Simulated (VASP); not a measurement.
Write the native input for VASP 6.6.1 that does the following.

```yaml
Task: single point
Functional: LDA
Potentials_or_basis: VASP PAW LDA potentials, release 64 (Ba_sv, Te)
Cutoff: 520 eV
k_mesh: 6 × 6 × 6
Occupations: gaussian, width 0.05 eV
Spin: no spin polarisation
Dipole_correction: no
Further_INCAR_settings: ALGO = Normal; EDIFF = 1e-07; NBANDS = 15
```

The structure of BaTe lies in POSCAR:

```
BaTe
1.0
    4.2624660000      0.0000000000      0.0000000000
    0.0000000000      4.2624660000      0.0000000000
    0.0000000000      0.0000000000      4.1559043500
Ba Te
1 1
Direct
    0.0000000000      0.0000000000      0.0000000000
    0.5000000000      0.5000000000      0.5000000000
```

This cell differs from its parent crystal: strain -0.0250 x Voigt [0, 0, 1, 0, 0, 0].

One way to write it, as run:

INCAR

```
ALGO = Normal
EDIFF = 1E-7
ENCUT = 520
ISIF = 2
ISMEAR = 0
LASPH = T
LCHARG = T
LELF = T
LREAL = F
LVHAR = T
LWAVE = F
NBANDS = 15
NELM = 100
PREC = Accurate
SIGMA = 0.05
```

KPOINTS

```
k-points
0
Gamma
  6 6 6
```

Potentials or basis: VASP PAW LDA potentials, release 64 (Ba_sv, Te).

Command:

```sh
$ cat potpaw_LDA.64/Ba_sv/POTCAR potpaw_LDA.64/Te/POTCAR > POTCAR
$ mpirun -np 1 vasp_std > vasp.out
```

It gave:

The pressure is -2.1 GPa and the band gap on the k mesh is 0.45 eV, indirect (least direct gap 0.60 eV).

Caveat: the cell differs from its parent crystal (strain -0.0250 x Voigt [0, 0, 1, 0, 0, 0]); spin-orbit coupling is left out, which moves the levels of the heavy elements.

It took 30 s on 1 thread of AMD EPYC 7R13 Processor (Zen 3), on a shared host, peak memory 0.15 GiB.
